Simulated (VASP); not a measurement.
MgS:

```
Mg S
1.0
     0.00000    2.60152    2.60152
     2.59241    0.00000    2.60152
     2.59241    2.60152    0.00000
Mg S
1 1
Cartesian
  0.0000 0.0000 0.0000
  2.5924 2.6015 2.6015
```

This cell differs from its parent crystal: uniaxial x strain -0.3%.

Base run:

| Property | Result |
| --- | --- |
| Program | VASP 6.6.1 |
| Functional | HSE06 |
| Potentials or basis | VASP PAW PBE potentials, release 64 (Mg, S) |
| Cutoff | 520 eV |
| k mesh | 6 × 6 × 6 |
| Occupations | gaussian, width 0.01 eV |
| Spin | no spin polarisation |

Its results: band gap on the k mesh 3.74 eV (least direct gap 4.82 eV); pressure -0.4 GPa.

Problem. The run is repeated on the same cell with these changes: functional from HSE06 to r2SCAN; k mesh from 6 × 6 × 6 to 8 × 8 × 8. What comes out?

Solution. Band gap on the k mesh 3.42 eV (least direct gap 4.64 eV); pressure -0.2 GPa.

Several settings changed at once.

Caveats: the PAW data sets were made with another functional, which shifts forces and pressure a little.

A k mesh can miss the band edges.
